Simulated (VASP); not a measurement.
Write the native input for VASP 6.6.1 that does the following.

| Quantity | Value |
| --- | --- |
| Task | single point |
| Functional | LDA |
| Potentials or basis | VASP PAW LDA potentials, release 64 (Li_sv, F) |
| Cutoff | 520 eV |
| k mesh | 10 × 10 × 10 |
| Occupations | gaussian, width 0.05 eV |
| Spin | no spin polarisation |
| Dipole correction | no |
| Further INCAR settings | ALGO = Normal; EDIFF = 1e-06; NBANDS = 12 |

The structure of LiF lies in POSCAR:

```
LiF
1.0
    2.6875096500      0.0000000000      0.0000000000
    0.0000000000      2.6875096500      0.0000000000
    0.0000000000      0.0000000000      2.4955446750
Li F
1 1
Direct
    0.0000000000      0.0000000000      0.0000000000
    0.5000000000      0.5000000000      0.5000000000
```

This cell differs from its parent crystal: strain +0.050 along x and y, -0.025 along z.

The input as run:

INCAR

```
ALGO = Normal ; EDIFF = 1E-6
ENCUT = 520 ; ISIF = 2
ISMEAR = 0 ; LASPH = True
LCHARG = False ; LREAL = False
LWAVE = False ; NBANDS = 12
NELM = 100 ; PREC = Accurate
SIGMA = 0.05
```

KPOINTS

```
k-points
0
Gamma
  10 10 10
```

Potentials or basis: VASP PAW LDA potentials, release 64 (Li_sv, F).

Launch:

```bash
$ cat potpaw_LDA.64/Li_sv/POTCAR potpaw_LDA.64/F/POTCAR > POTCAR
$ mpirun -np 1 vasp_std > vasp.out
```

Results of the run:

```yaml
Band_gap_on_the_k_mesh: 6.33 eV (least direct gap 6.78 eV)
```

Caveat: the cell differs from its parent crystal (strain +0.050 along x and y, -0.025 along z).

Run time: 12 s on 1 thread of Intel(R) Xeon(R) Platinum 8488C (Sapphire Rapids), on a shared host, peak memory 0.12 GiB.
